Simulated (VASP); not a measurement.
A run of VASP 6.6.1:

INCAR

```
PREC = Accurate ; ENCUT = 520
EDIFF = 1E-7 ; ISMEAR = -1
SIGMA = 0.01 ; LREAL = F
LASPH = T ; NELM = 60
ALGO = Normal ; ISIF = 2
LWAVE = F ; LCHARG = F
GGA = PS ; NBANDS = 17
```

File KPOINTS:

```
Automatic mesh
0
Gamma
  7 7 7
```

File POSCAR:

```
SnSe
1.0
    0.0000000000      3.0100000000      2.9799000000
    3.0100000000      0.0000000000      2.9799000000
    3.0100000000      3.0100000000      0.0000000000
Sn Se
1 1
Direct
    0.0000000000      0.0000000000      0.0000000000
    0.5000000000      0.5000000000      0.5000000000
```

Potentials or basis: VASP PAW PBE potentials, release 64 (Sn_d, Se).

Run with:

```bash
$ cat potpaw_PBE.64/Sn_d/POTCAR potpaw_PBE.64/Se/POTCAR > POTCAR
$ mpirun -np 1 vasp_std > vasp.out
```

Hardware: 1 thread of Intel Xeon 8259CL (shared host).

Problem. Estimate the wall time of this run.

Solution. It took 55 s on 1 thread of Intel Xeon 8259CL, with other jobs on the host, peak memory 0.19 GiB. Counts: scf iterations 12, k points 40.
